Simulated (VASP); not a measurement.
The system is Si.

```
Si
1.0
    -1.56500    1.56500    1.56500
     1.56500   -1.56500    1.56500
     1.56500    1.56500   -1.56500
Si
1
Direct
  0.00000 0.00000 0.00000
```

This isn't the form of Si at room conditions, which is diamond.

- Program: VASP 6.6.1
- Task: relaxation of cell and atoms
- Functional: r2SCAN
- Potentials or basis: VASP PAW PBE potentials, release 64 (Si)
- Cutoff: 550 eV
- k mesh: 10 × 10 × 10
- Occupations: methfessel-paxton, width 0.05 eV
- Spin: no spin polarisation

At the start: pressure -6.7 GPa; volume 15.33 Å³/atom.

Task: Where does the relaxation end?

Result: Over 3 steps the energy falls by 28.1 meV/atom and the volume is 14.11 Å³/atom (-7.9 %); space group Im-3m (No. 229, to 0.1 Å) before and after.

The path:
| step | energy change (eV) | largest force (eV/Å) | pressure (GPa) | volume (Å³) |
| --- | --- | --- | --- | --- |
| 1 | 0.0000 | 0.0000 | -6.74 | 15.33 |
| 2 | -0.0274 | 0.0000 | 1.31 | 13.94 |
| 3 | -0.0281 | 0.0000 | 0.04 | 14.11 |

Final structure:
```
CELL_PARAMETERS angstrom
-1.52242 1.52242 1.52242
1.52242 -1.52242 1.52242
1.52242 1.52242 -1.52242
ATOMIC_POSITIONS crystal
Si 0.00000 0.00000 0.00000
```

Caveat: the PAW data sets were made with another functional, which shifts forces and pressure a little.
